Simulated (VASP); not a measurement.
SrCl2, 3 atoms in the cell. It takes space group Fm-3m (No. 225, cubic). The conventional cell has a = 6.977 Å, b = 6.977 Å, c = 6.977 Å, α = 90.00°, β = 90.00°, γ = 90.00°. Within 4.0 Å of Sr (site symmetry m-3m) lie 8 Cl at 3.02 Å. Cl (site symmetry -43m) has 4 Sr at 3.02 Å and 6 Cl at 3.49 Å within 4.0 Å. 

| Property | Result |
| --- | --- |
| Program | VASP 6.6.1 |
| Task | relaxation of cell and atoms |
| Functional | PBE |
| Potentials or basis | VASP PAW PBE potentials, release 64 (Sr_sv, Cl) |
| Cutoff | 600 eV |
| k mesh | 7 × 7 × 7 |
| Occupations | fermi-dirac, width 0.05 eV |
| Spin | no spin polarisation |
| Dipole correction | no |
| Further INCAR settings | ALGO = Normal; EDIFF = 1e-06; IBRION = 2; EDIFFG = -0.01; NSW = 60; ISIF = 3 |

Potentials or basis: VASP PAW PBE potentials, release 64 (Sr_sv, Cl).

Command:

```sh
$ cat potpaw_PBE.64/Sr_sv/POTCAR potpaw_PBE.64/Cl/POTCAR > POTCAR
$ mpirun -np 1 vasp_std > vasp.out
```

Hardware: 1 thread of Intel(R) Xeon(R) 6975P-C (Granite Rapids), with other jobs on the host.

Task: How long does it take, and how much memory?

Result: Run time: 34 s on 1 thread of Intel(R) Xeon(R) 6975P-C (Granite Rapids) (shared host), peak memory 0.25 GiB. Counts: scf iterations 28, k points 20, ion steps 3.
